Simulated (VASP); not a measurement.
# TiO2 (Cm) in VASP: a series of runs

Runs on TiO2. Level: PBE. Tasks: single point.

Everything below comes from runs of VASP 6.6.1. Logs are shortened: lines on timing, memory, paths and dates and some standing lists are left out, and cuts for length are marked.

## 1. The cell of the first run

Symmetry: Cm, No. 8, monoclinic system. Conventional cell: a = 6.566 Å, b = 6.566 Å, c = 2.964 Å, α = 90.00°, β = 90.00°, γ = 90.00°. Ti (site symmetry m) has 6 O at 1.88 to 2.03 Å within 2.5 Å. Within 2.6 Å of Ti (site symmetry m) lie 6 O at 1.96 to 2.00 Å. O (site symmetry 1) has 3 Ti at 1.96 to 2.00 Å and 1 O at 2.56 Å within 2.6 Å. Within 2.6 Å of O (site symmetry m) lie 3 Ti at 1.88 to 2.00 Å and 1 O at 2.56 Å. Within 2.6 Å of O (site symmetry m) lie 3 Ti at 1.95 to 2.03 Å and 1 O at 2.56 Å.

## 2. Single point, PBE (atom 1 (Ti) moved +0.075 Å towards its neighbour atom 4 (O) at 1.958 Å)

File INCAR:

```
ALGO = Normal
EDIFF = 1E-6
ENCUT = 520
GGA = PE
ISIF = 2
ISMEAR = 0
LASPH = T
LCHARG = F
LREAL = F
LWAVE = F
NBANDS = 33
NELM = 80
PREC = Accurate
SIGMA = 0.05
```

File KPOINTS:

```
k-points
0
Gamma
  6 6 10
```

File POSCAR:

```
TiO2
1.0
    4.6430645122      0.0000000000      0.0000000000
    0.0000000000      4.6430645122      0.0000000000
    0.0000000000      0.0000000000      2.9640243990
Ti O
2 4
Direct
    0.0074649012     -0.0074649012     -0.0191516273
    0.5000000000      0.5000000000      0.5000000000
    0.3051105247      0.3051105247      0.0000000000
    0.1948894753      0.8051105247      0.5000000000
    0.6948894753      0.6948894753      0.0000000000
    0.8051105247      0.1948894753      0.5000000000
```

Potentials or basis: VASP PAW PBE potentials, release 64 (Ti_sv, O).

On the command line:

```
cat potpaw_PBE.64/Ti_sv/POTCAR potpaw_PBE.64/O/POTCAR > POTCAR
mpirun -np 1 vasp_std > vasp.out
```

OUTCAR:

```text
EDIFF = 1E-6
   ENCUT = 520
   GGA = PE
   ISIF = 2
   ISMEAR = 0
   LASPH = T
   LREAL = F
   NELM = 80
   PREC = Accurate

 ion  position               nearest neighbor table
   1  0.007  0.993  0.981-   4 1.88   6 1.95   4 1.97   5 2.00   3 2.00   6 2.03
   2  0.500  0.500  0.500-   3 1.96   5 1.96   3 1.96   5 1.96   4 2.00   6 2.00
   3  0.305  0.305  0.000-   2 1.96   2 1.96   1 2.00
   4  0.195  0.805  0.500-   1 1.88   1 1.97   2 2.00
   5  0.695  0.695  0.000-   2 1.96   2 1.96   1 2.00
   6  0.805  0.195  0.500-   1 1.95   2 2.00   1 2.03

  LATTYP: Found a simple tetragonal cell.
 ALAT       =     4.6430645122
 C/A-ratio  =     0.6383767426

  Lattice vectors:

 A1 = (   4.6430645122,   0.0000000000,   0.0000000000)
 A2 = (   0.0000000000,   4.6430645122,   0.0000000000)
 A3 = (   0.0000000000,   0.0000000000,   2.9640243990)

Analysis of symmetry for initial positions (statically):
=====================================================================
 Subroutine PRICEL returns:
 Original cell was already a primitive cell.

 Routine SETGRP: Setting up the symmetry group for a
 simple tetragonal supercell.

 Subroutine GETGRP returns: Found  2 space group operations
 (whereof  2 operations were pure point group operations)
 out of a pool of 16 trial point group operations.

The static configuration has the point symmetry C_1h.

Analysis of symmetry for dynamics (positions and initial velocities):
=====================================================================
 Subroutine PRICEL returns:
 Original cell was already a primitive cell.

 Routine SETGRP: Setting up the symmetry group for a
 simple tetragonal supercell.

 Subroutine GETGRP returns: Found  2 space group operations
 (whereof  2 operations were pure point group operations)
 out of a pool of 16 trial point group operations.

The dynamic configuration has the point symmetry C_1h.

 Subroutine INISYM returns: Found  2 space group operations
 (whereof  2 operations are pure point group operations),
 and found     1 'primitive' translations

----------------------------------------------------------------------------------------

[... 98 lines left out ...]
   ENCUT  =  520.0 eV  38.22 Ry    6.18 a.u.   8.63  8.63  5.51*2*pi/ulx,y,z
   NELM   =     80;   NELMIN=  2; NELMDL= -5     # of ELM steps
   EDIFF  = 0.1E-05   stopping-criterion for ELM
   LREAL  =      F    real-space projection
   EDIFFG = 0.1E-04   stopping-criterion for IOM
   NSW    =      0    number of steps for IOM
   IBRION =     -1    ionic relax: 0-MD 1-quasi-New 2-CG
   NFREE  =      0    steps in history (QN), initial steepest desc. (CG)
   ISIF   =      2    stress and relaxation
   ISYM   =      2    0-nonsym 1-usesym 2-fastsym
   POTIM  = 0.5000    time-step for ionic-motion
   TEBEG  =    0.0;   TEEND  =   0.0 temperature during run
   PSTRESS=    0.0 pullay stress
   NELECT =      48.0000    total number of electrons
   NUPDOWN=      -1.0000    fix difference up-down
   EMIN   =  10.00;   EMAX   =-10.00  energy-range for DOS
   EFERMI =   0.00;   METHOD = LEGACY
   ISMEAR =     0;   SIGMA  =   0.05  broadening in eV -4-tet -1-fermi 0-gaus
   EFERMI_NEDOS =   21; number of points for ismear=-14 and -15
   IALGO  =     38    algorithm
   IMIX   =      4    mixing-type and parameters
     AMIX     =   0.40;   BMIX     =  1.00
     AMIX_MAG =   1.60;   BMIX_MAG =  1.00
  volume/ion in A,a.u.               =      10.65        71.87
  Fermi-wavevector in a.u.,A,eV,Ry     =   1.488189  2.812270 30.132923  2.214707
  Thomas-Fermi vector in A             =   2.601255
   LORBIT       =      0    0 simple, 1 ext, 2 COOP (PROOUT), +10 PAW based schemes
   GGA     = PE    functional components
   LHFCALC =     F    Hartree Fock is set to
   AEXX    =    0.0000 exact exchange contribution
   IVDW    =     0    specifies the selected vdW correction
   LEPSILON=     F    determine dielectric tensor
   LRPA    =     F    only Hartree local field effects (RPA)
 non-spin polarized calculation
 Gauss-broadening in eV      SIGMA  =   0.05
  energy-cutoff  :      520.00
  volume of cell :       63.90
 maximum number of plane-waves:      1748
 NGX is ok and might be reduce to    36
   NGX = 17   NGY = 17   NGZ = 11

 number of electron      48.0000012 magnetization

 Free energy of the ion-electron system (eV)
  ---------------------------------------------------
  ext. energy  EPLUGINS =         0.00000000
  ---------------------------------------------------
  free energy    TOTEN  =       -53.65077398 eV

  energy without entropy =      -53.65077398  energy(sigma->0) =      -53.65077398

 E-fermi :   4.9050     XC(G=0): -11.2836

 val. band max:        4.6209380103   @ k =   0.0000   0.0000   0.0000
 cond. band min:       6.4543636753   @ k =   0.5000   0.5000   0.0000
 fundamental gap:      1.8334256649
 Fermi energy:         4.9049723461

 k-point     1 :       0.0000    0.0000    0.0000
  band No.  band energies     occupation
      1     -52.3749      2.00000
      2     -52.3499      2.00000
      3     -28.6606      2.00000
      4     -28.6592      2.00000
      5     -28.5118      2.00000
      6     -28.5021      2.00000
[... 853 lines left out ...]
     32      10.4548      0.00000
     33      10.8135      0.00000

 [... further k-points ...]

------------------------ aborting loop because EDIFF is reached ----------------------------------------

  FORCE on cell =-STRESS in cart. coord.  units (eV):
  Direction    XX          YY          ZZ          XY          YZ          ZX
  --------------------------------------------------------------------------------------
  -------------------------------------------------------------------------------------
  Total        0.2864846      0.2864846      0.6304812     -0.1077723      0.2027400     -0.2027398
  in kB        7.1832436      7.1832436     15.8085313     -2.7022565      5.0834542     -5.0834483
  external PRESSURE =      10.0583395 kB  Pullay stress =       0.0000000 kB

 VOLUME and BASIS-vectors are now :
 -----------------------------------------------------------------------------
  energy-cutoff  :      520.00
  volume of cell :       63.90
      direct lattice vectors                 reciprocal lattice vectors
     4.643064512  0.000000000  0.000000000     0.215374996  0.000000000  0.000000000
     0.000000000  4.643064512  0.000000000     0.000000000  0.215374996  0.000000000
     0.000000000  0.000000000  2.964024399     0.000000000  0.000000000  0.337379139

 POSITION                                       TOTAL-FORCE (eV/Angst)
 -----------------------------------------------------------------------------------
      0.03466      4.60840      2.90726        -0.728960      0.728960      0.047562
      2.32153      2.32153      1.48201         0.479788     -0.479788     -0.018464
      1.41665      1.41665      0.00000        -0.029721     -0.011721     -0.000439
      0.90488      3.73818      1.48201         0.199935     -0.199935     -0.120366
      3.22642      3.22642      0.00000         0.011721      0.029721     -0.000439
      3.73818      0.90488      1.48201         0.067237     -0.067237      0.092146
 -----------------------------------------------------------------------------------
    total drift:                               -0.000001      0.000001      0.000192

  FREE ENERGIE OF THE ION-ELECTRON SYSTEM (eV)
  ---------------------------------------------------
  free  energy   TOTEN  =       -53.6507739757 eV

  energy  without entropy=      -53.6507739757  energy(sigma->0) =      -53.65077398
```

Wall time 1.7 min (1 thread of Intel Xeon 6975P-C (Granite Rapids), shared host); peak memory 0.3 GiB.

What came out:

| Quantity | Value |
| --- | --- |
| Free energy | -53.6508 eV |
| Pressure | 1.0 GPa |
| Largest force | 1.032 eV/Å |
| Band gap on the k mesh | 1.83 eV |

Forces in eV/Å, atoms in the order of the input:
```
Ti  -0.729  0.729  0.048
Ti   0.480 -0.480 -0.018
O   -0.030 -0.012  0.000
O    0.200 -0.200 -0.120
O    0.012  0.030  0.000
O    0.067 -0.067  0.092
```

Levels at points of the mesh, in eV from the valence-band top:
| k point | band 21 | band 22 | band 23 | band 24 | band 25 | band 26 | band 27 | band 28 |
| --- | --- | --- | --- | --- | --- | --- | --- | --- |
| (0.00, 0.00, 0.00) | -0.71 | -0.55 | -0.48 | 0.00 | 1.84 | 2.12 | 2.36 | 2.43 |
| (0.50, 0.00, 0.00) | -1.62 | -1.53 | -0.89 | -0.63 | 2.41 | 2.47 | 2.93 | 2.95 |
| (0.50, 0.50, 0.00) | -1.29 | -1.28 | -1.09 | -1.07 | 1.83 | 1.90 | 2.45 | 2.47 |
| (0.00, 0.00, 0.50) | -2.36 | -2.22 | -1.44 | -1.41 | 2.76 | 2.94 | 3.08 | 3.13 |
| (0.50, 0.00, 0.50) | -2.04 | -2.02 | -1.02 | -1.01 | 1.84 | 1.87 | 3.12 | 3.14 |
| (0.50, 0.50, 0.50) | -1.35 | -1.21 | -0.70 | -0.67 | 2.40 | 2.59 | 3.07 | 3.14 |

Caveat: the cell differs from its parent crystal (atom 1 (Ti) moved +0.075 Å towards its neighbour atom 4 (O) at 1.958 Å); forces of over 1 eV/Å act on the atoms, so gaps and moduli don't describe the material at rest.

## 3. Single point, PBE (atom 1 (Ti) moved +0.025 Å towards its neighbour atom 4 (O) at 1.958 Å)

File INCAR:

```
PREC = Accurate ; ENCUT = 520
EDIFF = 1E-6 ; ISMEAR = 0
SIGMA = 0.05 ; LREAL = F
LASPH = T ; NELM = 60
ALGO = Normal ; ISIF = 2
LWAVE = F ; LCHARG = T
GGA = PE ; LELF = T
LVHAR = T ; NBANDS = 33
```

File KPOINTS:

```
regular mesh
0
Gamma
  6 6 10
```

POSCAR: that of step 2 with these lines changed.

```diff
@@ -8,3 +8,3 @@
 Direct
-    0.0074649012     -0.0074649012     -0.0191516273
+    0.0024883004     -0.0024883004     -0.0063838758
     0.5000000000      0.5000000000      0.5000000000
```

Potentials or basis: VASP PAW PBE potentials, release 64 (Ti_sv, O).

On the command line:

```
cat potpaw_PBE.64/Ti_sv/POTCAR potpaw_PBE.64/O/POTCAR > POTCAR
mpirun -np 1 vasp_std > vasp.out
```

Wall time 1.9 min (1 thread of Intel Xeon 6975P-C (Granite Rapids), shared host); peak memory 0.3 GiB.

Results (log left out):

- Free energy: -53.6735 eV
- Pressure: 0.7 GPa
- Largest force: 0.333 eV/Å
- Band gap on the k mesh: 1.83 eV

Forces on the atoms (eV/Å):
```
Ti  -0.236  0.236  0.000
Ti   0.160 -0.160 -0.006
O   -0.022 -0.016  0.000
O    0.065 -0.065 -0.009
O    0.016  0.022  0.000
O    0.017 -0.017  0.014
```

Stress tensor (GPa, compression positive):
```
 0.56 -0.03 -0.06
-0.03  0.56  0.06
-0.06  0.06  0.94
```

Levels at points of the mesh, in eV from the valence-band top:
```
           k point  band 21  band 22  band 23  band 24  band 25  band 26  band 27  band 28
(0.00, 0.00, 0.00)    -0.67    -0.45    -0.44     0.00     1.83     2.12     2.39     2.46
(0.50, 0.00, 0.00)    -1.57    -1.54    -0.76    -0.68     2.47     2.48     2.94     2.95
(0.50, 0.50, 0.00)    -1.25    -1.25    -1.05    -1.04     1.86     1.87     2.48     2.48
(0.00, 0.00, 0.50)    -2.26    -2.21    -1.41    -1.40     2.85     2.91     3.13     3.14
(0.50, 0.00, 0.50)    -1.99    -1.99    -0.99    -0.99     1.88     1.88     3.16     3.16
(0.50, 0.50, 0.50)    -1.24    -1.20    -0.67    -0.67     2.50     2.56     3.14     3.15
```

Caveat: the cell differs from its parent crystal (atom 1 (Ti) moved +0.025 Å towards its neighbour atom 4 (O) at 1.958 Å).
